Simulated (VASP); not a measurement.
A run of VASP 6.6.1 is set up as follows.

File INCAR:

```
ALGO = Normal
EDIFF = 1E-6
ENCUT = 520
GGA = CA
ISIF = 2
ISMEAR = 0
LASPH = T
LCHARG = F
LREAL = F
LWAVE = F
NBANDS = 13
NELM = 60
PREC = Accurate
SIGMA = 0.1
```

KPOINTS

```
k-points
0
Gamma
  18 18 18
```

The input POSCAR:

```
W
1.0
   -1.5679411336      1.5679411336      1.5679411336
    1.5679411336     -1.5679411336      1.5679411336
    1.5679411336      1.5679411336     -1.5679411336
W
1
Direct
    0.0000000000      0.0000000000      0.0000000000
```

Potentials or basis: VASP PAW LDA potentials, release 64 (W_sv).

The run is started by

```console
$ cat potpaw_LDA.64/W_sv/POTCAR > POTCAR
$ mpirun -np 1 vasp_std > vasp.out
```

Question: Predict the band gap on the k mesh.

Answer: Zero (band 7 reaches 17.07 eV, above the bottom of band 8 at 10.42 eV).

Question: Predict the pressure.

Answer: 2.0 GPa.

Caveat: spin-orbit coupling is left out, which moves the levels of the heavy elements.
